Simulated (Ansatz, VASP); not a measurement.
One calculation of SiC, two programs

```
CELL_PARAMETERS angstrom
3.07569 0.00000 0.00000
-1.53785 2.66363 0.00000
0.00000 0.00000 10.07065
ATOMIC_POSITIONS crystal
Si 0.66667 0.33333 0.93784
Si 0.33333 0.66667 0.43784
Si 0.00000 0.00000 0.68789
Si 0.00000 0.00000 0.18789
C 0.66667 0.33333 0.74980
C 0.33333 0.66667 0.24980
C 0.00000 0.00000 0.50046
C 0.00000 0.00000 0.00046
```

Alike in both runs: task relaxation of cell and atoms; functional LDA; k mesh 10 × 10 × 3; no spin polarisation.

|  | VASP | Ansatz |
| --- | --- | --- |
| version | VASP 6.6.1 | Ansatz 0.2.0 |
| potentials or method | VASP PAW LDA potentials, release 64 (Si, C) | scalar-relativistic, plane waves, PAW |
| plane-wave cutoff (eV) | 600 | 420 |
| occupations | gaussian, width 0.01 eV | fixed |
| valence electrons in the cell | 32 | 32 |

VASP gave:

- gap on the k mesh at the Fermi level, each at its own relaxed structure (eV): 2.17
- relaxed volume (Å³/atom): 10.15
- relaxed cell length with the largest relative difference (Å): 10.016

Task: Estimate Ansatz's values.

Result: gap on the k mesh at the Fermi level, each at its own relaxed structure (eV): 2.18; relaxed volume (Å³/atom): 10.14; relaxed cell length with the largest relative difference (Å): 10.012.

LDA's correlation is that of Perdew and Zunger in VASP and of Perdew and Wang (1992) in Ansatz.
